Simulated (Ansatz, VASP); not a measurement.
## BP in VASP and in Ansatz

The input INCAR:

```
ALGO = Normal
EDIFF = 1E-6
ENCUT = 500
GGA = PE
GGA_COMPAT = False
ISIF = 2
ISMEAR = 0
LASPH = True
LCHARG = False
LREAL = False
LWAVE = False
NBANDS = 11
NELM = 120
PREC = Accurate
SIGMA = 0.02
```

Contents of KPOINTS:

```
k-points
0
Gamma
  10 10 10
```

Contents of POSCAR:

```
BP
1.0
    0.0000000000      2.2966530169      2.2966530169
    2.2966530169      0.0000000000      2.2966530169
    2.2966530169      2.2966530169      0.0000000000
B P
1 1
Direct
    0.0000000000      0.0000000000      0.0000000000
    0.2500000000      0.2500000000      0.2500000000
```

Input for Ansatz:

```yaml
crystal:
  lattice:
    - [0.0, 2.2966530169, 2.2966530169]
    - [2.2966530169, 0.0, 2.2966530169]
    - [2.2966530169, 2.2966530169, 0.0]
  atoms:
    - { symbol: B, position: [0.0, 0.0, 0.0] }
    - { symbol: P, position: [0.25, 0.25, 0.25] }
basis:
  ecutwfc: 600.0
kpoints:
  mp_grid: { grid: [10, 10, 10] }
hamiltonian:
  xc: pbe
scf:
  occupations: { method: gaussian, width: 0.02 }
output:
  forces: true
  stress: true
  eigenvalues: true
```

Alike in both runs: task single point; functional PBE; k mesh 10 × 10 × 10; occupations gaussian, width 0.02 eV; no spin polarisation.

|  | VASP | Ansatz |
| --- | --- | --- |
| version | VASP 6.6.1 | Ansatz 0.2.0 |
| potentials or method | VASP PAW PBE potentials, release 64 (B, P), cutoff 500 eV | scalar-relativistic, plane waves, PAW |
| valence electrons in the cell | 8 | 8 |

|  | VASP | Ansatz | Ansatz less VASP |
| --- | --- | --- | --- |
| gap on the k mesh at the Fermi level (eV) | 1.29 | 1.29 | +0.004 |
| least direct gap on the mesh (eV) | 3.35 | 3.35 | +0.003 |
| pressure (GPa) | -4.7 | -4.5 | +0.19 |

With one functional, cell and mesh, what is left measures potentials, basis and numerics.
